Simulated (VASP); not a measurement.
Set up this calculation in VASP 6.6.1, as the native input.

| Item | Value |
| --- | --- |
| Task | single point |
| Functional | PBE |
| Potentials or basis | VASP PAW PBE potentials, release 64 (Cs_sv, I) |
| Cutoff | 500 eV |
| k mesh | 4 × 4 × 4 |
| Occupations | gaussian, width 0.01 eV |
| Spin | no spin polarisation |
| Dipole correction | no |
| Further INCAR settings | ALGO = Normal; EDIFF = 1e-06; NBANDS = 15 |

The structure of CsI lies in POSCAR:

```
CsI
1.0
    4.6080832452      0.0000000000      0.0000000000
    0.0000000000      4.6080832452      0.0000000000
    0.0000000000      0.0000000000      4.6080832452
Cs I
1 1
Direct
    0.0000000000      0.0000000000      0.0000000000
    0.5000000000      0.5000000000      0.5000000000
```

These files were run (other wordings do the same):

INCAR

```
PREC = Accurate ; ENCUT = 500
EDIFF = 1E-6 ; ISMEAR = 0
SIGMA = 0.01 ; LREAL = False
LASPH = True ; NELM = 120
ALGO = Normal ; ISIF = 2
LWAVE = False ; LCHARG = False
GGA = PE ; NBANDS = 15
GGA_COMPAT = False
```

KPOINTS

```
Automatic mesh
0
Gamma
  4 4 4
```

Potentials or basis: VASP PAW PBE potentials, release 64 (Cs_sv, I).

Run with:

```bash
$ cat potpaw_PBE.64/Cs_sv/POTCAR potpaw_PBE.64/I/POTCAR > POTCAR
$ mpirun -np 1 vasp_std > vasp.out
```

Results of the run:

| Property | Result |
| --- | --- |
| Pressure | 0.5 GPa |
| Band gap on the k mesh | 3.79 eV, indirect (least direct gap 3.88 eV) |

Caveat: spin-orbit coupling is left out, which moves the levels of the heavy elements.

Wall time 12 s on 1 thread of Intel(R) Xeon(R) Platinum 8259CL CPU @ 2.50GHz (Skylake/Cascade Lake), with other jobs on the host, peak memory 0.2 GiB.
